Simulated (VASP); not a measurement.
# Ge in VASP: further runs, part 2 of 2

VASP 6.6.1. The steps go on from the part before.

### 3 Single point, PBE

Input file INCAR:

```
SYSTEM = Ge
PREC = Accurate
ENCUT = 410
EDIFF = 1E-6
ISMEAR = -1
SIGMA = 0.1034
LREAL = .False.
LASPH = .True.
NELM = 120
ALGO = Normal
ISIF = 2
LWAVE = .False.
LCHARG = .True.
GGA = PE
LELF = .True.
LVHAR = .True.
NBANDS = 111
ISYM = -1
GGA_COMPAT = .False.
```

Input file KPOINTS:

```
explicit points
1
Reciprocal
  0.25000000   0.25000000   0.25000000 1
```

Input file POSCAR:

```
Ge
1.0
    6.6784480000      0.0216250000     -0.1503050000
    0.0216250000      7.0326220000     -0.1691540000
   -0.1503050000     -0.1691540000      6.8752970000
Ge
14
Direct
    0.1564123286      0.8489597251      0.8600402991
    0.5229306728      0.1916107767      0.7891479923
    0.7513377883      0.8964955324      0.7011946730
    0.9845265204      0.1135423943      0.5241976323
    0.3606714751      0.0831003615      0.1313711225
    0.9149818127      0.1902362550      0.9104375513
    0.0434838513      0.4917637396      0.7441138388
    0.9408731460      0.5844495037      0.3442473699
    0.4084836048      0.5234699886      0.6717843856
    0.1159700545      0.3903794354      0.1323637542
    0.3334763281     -0.0366927248      0.5613308688
    0.5620419100      0.7316210467      0.3667807130
    0.6120652183      0.3593439795      0.3601114154
    0.7954773907      0.8393867321      0.1011019382
```

Potentials or basis: VASP PAW PBE potentials, release 64 (Ge_d).

The run is started by

```console
cat potpaw_PBE.64/Ge_d/POTCAR > POTCAR
mpirun -np 1 vasp_std > vasp.out
```

OUTCAR:

```text
SYSTEM = Ge
   PREC = Accurate
   ENCUT = 410
   EDIFF = 1E-6
   ISMEAR = -1
   LREAL = .False.
   LASPH = .True.
   NELM = 120
   ISIF = 2
   GGA = PE
   ISYM = -1

 ion  position               nearest neighbor table
   1  0.156  0.849  0.860-  11 2.58   7 2.70   5 2.75   3 2.90   6 2.90
   2  0.523  0.192  0.789-  11 2.50   9 2.61   3 2.63   6 2.71   5 2.78
   3  0.751  0.896  0.701-   4 2.57   2 2.63   6 2.67  12 2.78  14 2.80   1 2.90
   4  0.985  0.114  0.524-  11 2.56   3 2.57   6 2.74
   5  0.361  0.083  0.131-  10 2.70   1 2.75   2 2.78
   6  0.915  0.190  0.910-  10 2.40   7 2.63   3 2.67   2 2.71   4 2.74   1 2.90
   7  0.043  0.492  0.744-   9 2.52   6 2.63   1 2.70  10 2.82   8 2.91
   8  0.941  0.584  0.344-  10 2.30  14 2.66  13 2.73  12 2.74   7 2.91
   9  0.408  0.523  0.672-   7 2.52   2 2.61  13 2.79  12 2.85
  10  0.116  0.390  0.132-   8 2.30   6 2.40   5 2.70   7 2.82
  11  0.333  0.963  0.561-   2 2.50   4 2.56   1 2.58  12 2.59
  12  0.562  0.732  0.367-  11 2.59  14 2.60  13 2.64   8 2.74   3 2.78   9 2.85
  13  0.612  0.359  0.360-  12 2.64   8 2.73   9 2.79
  14  0.795  0.839  0.101-  12 2.60   8 2.66   3 2.80

IMPORTANT INFORMATION: All symmetrisations will be switched off!
NOSYMM: (Re-)initialisation of all symmetry stuff for point group C_1.

----------------------------------------------------------------------------------------

                                     Primitive cell

  volume of cell :     322.5600

  direct lattice vectors                    reciprocal lattice vectors
     6.678448000  0.021625000 -0.150305000     0.149810122 -0.000382111  0.003265688
     0.021625000  7.032622000 -0.169154000    -0.000382111  0.142279647  0.003492175
    -0.150305000 -0.169154000  6.875297000     0.003265688  0.003492175  0.145605574

  length of vectors
     6.680174169  7.034689255  6.879019807     0.149846199  0.142323011  0.145684052

  position of ions in fractional coordinates (direct lattice)
     0.156412329  0.848959725  0.860040299
     0.522930673  0.191610777  0.789147992
[... 95 lines left out ...]
   NGX = 23   NGY = 23   NGZ = 23

 number of electron     196.0000114 magnetization

 Free energy of the ion-electron system (eV)
  ---------------------------------------------------
  ext. energy  EPLUGINS =         0.00000000
  ---------------------------------------------------
  free energy    TOTEN  =       -58.37775768 eV

  energy without entropy =      -58.24204876  energy(sigma->0) =      -58.30990322

 E-fermi :   4.7958     XC(G=0): -10.0508

 val. band max:        4.5637267648   @ k =   0.2500   0.2500   0.2500
 cond. band min:       5.0289669265   @ k =   0.2500   0.2500   0.2500
 fundamental gap:      0.4652401617
 Fermi energy:         4.7957687394

 k-point     1 :       0.2500    0.2500    0.2500
  band No.  band energies     occupation
      1     -20.1813      2.00000
      2     -20.1674      2.00000
      3     -20.1570      2.00000
      4     -20.1465      2.00000
      5     -20.1425      2.00000
      6     -20.1378      2.00000
[... 102 lines left out ...]
    109       7.7720      0.00000
    110       7.8467      0.00000
 [bands above 110 left out]

------------------------ aborting loop because EDIFF is reached ----------------------------------------

  FORCE on cell =-STRESS in cart. coord.  units (eV):
  Direction    XX          YY          ZZ          XY          YZ          ZX
  --------------------------------------------------------------------------------------
  -------------------------------------------------------------------------------------
  Total        1.7912583      6.1352335     -5.8981187      6.2591910      9.3571237      1.0222773
  in kB        8.8973011     30.4741204    -29.2963552     31.0898255     46.4774673      5.0777207
  external PRESSURE =       3.3583554 kB  Pullay stress =       0.0000000 kB

 VOLUME and BASIS-vectors are now :
 -----------------------------------------------------------------------------
  energy-cutoff  :      410.00
  volume of cell :      322.56
      direct lattice vectors                 reciprocal lattice vectors
     6.678448000  0.021625000 -0.150305000     0.149810122 -0.000382111  0.003265688
     0.021625000  7.032622000 -0.169154000    -0.000382111  0.142279647  0.003492175
    -0.150305000 -0.169154000  6.875297000     0.003265688  0.003492175  0.145605574

 POSITION                                       TOTAL-FORCE (eV/Angst)
 -----------------------------------------------------------------------------------
      0.93368      5.82832      5.74592        -0.180890     -0.560357      0.337241
      3.37790      1.22535      5.31462         0.320723      0.349822      0.951342
      4.93176      6.20235      4.55635        -0.118662     -1.382863     -0.297931
      6.49878      0.73112      3.43683        -0.142371      0.857739     -0.283082
      2.39078      0.56999      0.83495         0.873545      0.648246     -0.157146
      5.97793      1.20364      6.08982        -0.640541     -0.314066     -0.562598
      0.18920      3.33346      5.02628        -0.517283      0.663995     -0.150321
      6.24447      4.07233      2.12652        -0.463701      0.084305      1.422203
      2.63838      3.57657      4.46877         1.009356      0.414035     -0.194905
      0.76305      2.72551      0.82658         1.443714     -0.895662     -0.554882
      2.16357      6.68684      3.64625        -0.408042     -0.615453     -0.444177
      3.71426      5.09533      2.31349        -0.996920      0.143904      0.461607
      4.04129      2.47945      2.32309        -0.126693     -0.266287     -0.035550
      5.31551      5.90319      0.43356        -0.052235      0.872642     -0.491802
 -----------------------------------------------------------------------------------
    total drift:                               -0.005022      0.002297      0.000554

  FREE ENERGIE OF THE ION-ELECTRON SYSTEM (eV)
  ---------------------------------------------------
  free  energy   TOTEN  =       -58.3777576777 eV

  energy  without entropy=      -58.2420487552  energy(sigma->0) =      -58.30990322
```

OSZICAR:

```text
N       E                     dE             d eps       ncg     rms          rms(c)
DAV:   1     0.267074746172E+04    0.26707E+04   -0.74738E+04   246   0.433E+03
DAV:   2     0.513805767391E+03   -0.21569E+04   -0.21010E+04   222   0.113E+03
DAV:   3     0.462275182907E+01   -0.50918E+03   -0.49676E+03   237   0.278E+02
DAV:   4    -0.552918921408E+02   -0.59915E+02   -0.57489E+02   244   0.101E+02
DAV:   5    -0.587529557446E+02   -0.34611E+01   -0.33701E+01   244   0.243E+01    0.604E+00
DAV:   6    -0.584478260140E+02    0.30513E+00   -0.16870E+00   348   0.158E+01    0.328E+00
DAV:   7    -0.583702866826E+02    0.77539E-01   -0.61021E-01   260   0.582E+00    0.911E-01
DAV:   8    -0.583740501096E+02   -0.37634E-02   -0.13432E-01   252   0.725E+00    0.395E-01
DAV:   9    -0.583758771477E+02   -0.18270E-02   -0.31498E-02   260   0.328E+00    0.203E-01
DAV:  10    -0.583774193141E+02   -0.15422E-02   -0.16181E-02   244   0.129E+00    0.781E-02
DAV:  11    -0.583776487865E+02   -0.22947E-03   -0.26989E-03   244   0.111E+00    0.336E-02
DAV:  12    -0.583777091684E+02   -0.60382E-04   -0.82401E-04   284   0.412E-01    0.192E-02
DAV:  13    -0.583777449826E+02   -0.35814E-04   -0.38170E-04   244   0.227E-01    0.105E-02
DAV:  14    -0.583777529375E+02   -0.79549E-05   -0.94969E-05   244   0.177E-01    0.502E-03
DAV:  15    -0.583777567846E+02   -0.38470E-05   -0.37415E-05   276   0.793E-02    0.287E-03
DAV:  16    -0.583777577104E+02   -0.92585E-06   -0.12951E-05   204   0.367E-02    0.150E-03
DAV:  17    -0.583777576777E+02    0.32727E-07   -0.18849E-06   164   0.275E-02
   1 F= -.58377758E+02 E0= -.58309903E+02  d E =-.135709E+00
```

Wall time 94 s (1 thread of Intel Xeon Platinum 8259CL at 2.50GHz (Skylake/Cascade Lake), shared host); peak memory 0.3 GiB.

What came out:

| Property | Result |
| --- | --- |
| Free energy | -58.3778 eV |
| Pressure | 0.3 GPa |
| Largest force | 1.787 eV/Å |

Forces in eV/Å, atoms in the order of the input:
```
Ge  -0.181 -0.560  0.337
Ge   0.321  0.350  0.951
Ge  -0.119 -1.383 -0.298
Ge  -0.142  0.858 -0.283
Ge   0.874  0.648 -0.157
Ge  -0.641 -0.314 -0.563
Ge  -0.517  0.664 -0.150
Ge  -0.464  0.084  1.422
Ge   1.009  0.414 -0.195
Ge   1.444 -0.896 -0.555
Ge  -0.408 -0.615 -0.444
Ge  -0.997  0.144  0.462
Ge  -0.127 -0.266 -0.036
Ge  -0.052  0.873 -0.492
```

Levels at points of the mesh, in eV from the Fermi level:
```
           k point  band 96  band 97  band 98  band 99  band 100  band 101
(0.25, 0.25, 0.25)    -0.89    -0.71    -0.23     0.23      0.65      0.85
```

Caveat: the atoms stand as in a frame of molecular dynamics.

### 4 Single point, PBE

Input file INCAR:

```
PREC = Accurate ; ENCUT = 410
EDIFF = 1E-6 ; ISMEAR = -1
SIGMA = 0.1034 ; LREAL = False
LASPH = True ; NELM = 120
ALGO = Normal ; ISIF = 2
LWAVE = False ; LCHARG = True
GGA = PE ; LELF = True
LVHAR = True ; NBANDS = 111
ISYM = -1 ; GGA_COMPAT = False
```

KPOINTS is that of step 3.

Input file POSCAR:

```
Ge
1.0
    6.6784480000      0.0216250000     -0.1503050000
    0.0216250000      7.0326220000     -0.1691540000
   -0.1503050000     -0.1691540000      6.8752970000
Ge
14
Direct
    0.1325900238      0.8217655569      0.9014554389
    0.5161658403      0.1971376883      0.8336836845
    0.6905393108      0.8823132509      0.6792715030
    1.0010473003      0.1166646686      0.5325984768
    0.4037048236      0.0534894886      0.1300381372
    0.9061323071      0.1918899761      0.8751479643
    0.0147869642      0.5165424382      0.7680662776
    0.9600313170      0.6076453966      0.3890127447
    0.4387140749      0.4907791674      0.6270532281
    0.1816939077      0.3826613288      0.1305769332
    0.3078168118     -0.1017791540      0.5470117225
    0.5830267148      0.7160976074      0.3573946849
    0.6409798615      0.3314678874      0.3375181606
    0.7633063765      0.8237619306      0.0350141078
```

The run is started by

```console
cat potpaw_PBE.64/Ge_d/POTCAR > POTCAR
mpirun -np 1 vasp_std > vasp.out
```

Run time: 95 s. Hardware: 1 thread of Intel Xeon Platinum 8259CL at 2.50GHz (Skylake/Cascade Lake), shared host; peak memory 0.3 GiB.

The run converged. Its results:

```
Free energy   : -58.2251 eV
Pressure      : -1.0 GPa
Largest force : 1.625 eV/Å
```

Forces on the atoms (eV/Å):
```
Ge   1.198  1.052  0.318
Ge   0.440  0.265 -0.760
Ge   0.418  0.413  0.115
Ge  -1.059  0.561 -0.637
Ge  -0.381 -0.337  0.654
Ge  -0.085 -0.203  1.124
Ge   0.527 -0.393 -0.663
Ge   0.494 -1.316 -0.389
Ge  -0.439  0.207  0.394
Ge  -0.989 -0.051  0.299
Ge  -0.301 -0.148  0.762
Ge  -0.730 -0.132 -0.876
Ge   0.849 -0.276 -0.366
Ge   0.058  0.359  0.024
```

Stress tensor (GPa, compression positive):
```
-1.32  1.35  0.77
 1.35  0.75  3.28
 0.77  3.28 -2.31
```

Levels at points of the mesh, in eV from the Fermi level:
```csv
k point,band 96,band 97,band 98,band 99,band 100,band 101
"(0.25, 0.25, 0.25)",-0.88,-0.65,-0.24,0.25,0.47,0.85
```

Caveat: the atoms stand as in a frame of molecular dynamics.

### 5 Overview

```csv
cell,pressure (GPa),largest force (eV/Å)
"as given, atomic positions A",-0.5,2.25
"as given, atomic positions B",0.3,1.79
"as given, atomic positions C",-1.0,1.63
```

Alike in all rows: task single point; level PBE; potentials or basis VASP PAW PBE potentials, release 64 (Ge_d); no spin polarisation; k mesh 1 × 1 × 1, shifted; cutoff (eV) 410; smearing fermi-dirac 0.1034 eV.

Caveats: the atoms stand as in a frame of molecular dynamics.

Absolute energies hang on the potentials; compare differences alone.
